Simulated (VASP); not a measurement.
**CaBr: single point with PBE**

Crystal: CaBr.

```
Br Ca
1.0
     3.92080    0.00000    0.00000
    -1.96040    3.39551    0.00000
     0.00000    0.00000    9.70835
Br Ca
2 2
Direct
  0.66667 0.33333 0.53845
  0.33333 0.66667 0.03845
  0.66667 0.33333 0.83655
  0.33333 0.66667 0.33655
```

```json
{
  "Program": "VASP 6.6.1",
  "Task": "single point",
  "Functional": "PBE",
  "Potentials or basis": "VASP PAW PBE potentials, release 64 (Br, Ca_sv)",
  "Cutoff": "520 eV",
  "k mesh": "8 × 8 × 3",
  "Occupations": "fermi-dirac, width 0.05 eV",
  "Spin": "no spin polarisation",
  "Dipole correction": "no",
  "Further INCAR settings": "ALGO = Normal; EDIFF = 1e-07; NBANDS = 25"
}
```

```yaml
Pressure: 2.0 GPa
Largest_force: 0.009 eV/Å
Band_gap_on_the_k_mesh: zero (bands 17 and 18 overlap by 1.00 eV)
```

Forces on the atoms (eV/Å):
```
Br   0.000  0.000  0.009
Br   0.000  0.000  0.009
Ca   0.000  0.000 -0.009
Ca   0.000  0.000 -0.009
```

Stress tensor (GPa, compression positive):
```
2.01 0.00 0.00
0.00 2.01 0.00
0.00 0.00 2.10
```

Levels at points of the mesh, in eV from the Fermi level:
```
           k point  band 15  band 16  band 17  band 18  band 19  band 20
(0.00, 0.00, 0.00)    -3.80    -3.80    -1.79    -0.19     2.05     2.05
(0.50, 0.00, 0.00)    -4.36    -4.23     0.05     0.12     1.03     1.09
```

Run time: 35 s on 1 thread of Intel(R) Xeon(R) 6975P-C (Granite Rapids), on a shared host, peak memory 0.26 GiB.
